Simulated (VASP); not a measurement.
A run of VASP 6.6.1:

Contents of INCAR:

```
PREC     = Accurate       # precision mode
ENCUT    = 520            # plane-wave cutoff, eV
EDIFF    = 1E-7           # SCF threshold, eV
ISMEAR   = 0              # smearing method
SIGMA    = 0.1            # smearing width, eV
LREAL    = False          # projectors in reciprocal space
LASPH    = True           # aspherical terms in the spheres
NELM     = 100            # most SCF steps
ALGO     = Normal         # electronic algorithm
ISIF     = 2              # what is computed and relaxed
LWAVE    = False          # write WAVECAR
LCHARG   = True           # write CHGCAR
GGA      = PS             # functional
LELF     = True           # ELF
LVHAR    = True         
NBANDS   = 20             # bands
```

File KPOINTS:

```
Automatic mesh
0
Gamma
  9 9 5
```

File POSCAR:

```
Tc
1.0
    2.7230690483      0.0000000000      0.0000000000
   -1.3615345241      2.3582469721      0.0000000000
    0.0000000000      0.0000000000      4.3648568646
Tc
2
Direct
    0.3333333333      0.6666666667      0.2500000000
    0.6666666667      0.3333333333      0.7500000000
```

Potentials or basis: VASP PAW PBE potentials, release 64 (Tc_pv).

Run with:

```bash
$ cat potpaw_PBE.64/Tc_pv/POTCAR > POTCAR
$ mpirun -np 1 vasp_std > vasp.out
```

Hardware: 1 thread of Intel Xeon 8259CL, with other jobs on the host.

**Question.** Estimate the wall time of this run.

**Answer.** It took 17 s on 1 thread of Intel Xeon 8259CL, with other jobs on the host, peak memory 0.14 GiB. Counts: scf iterations 13, k points 36.
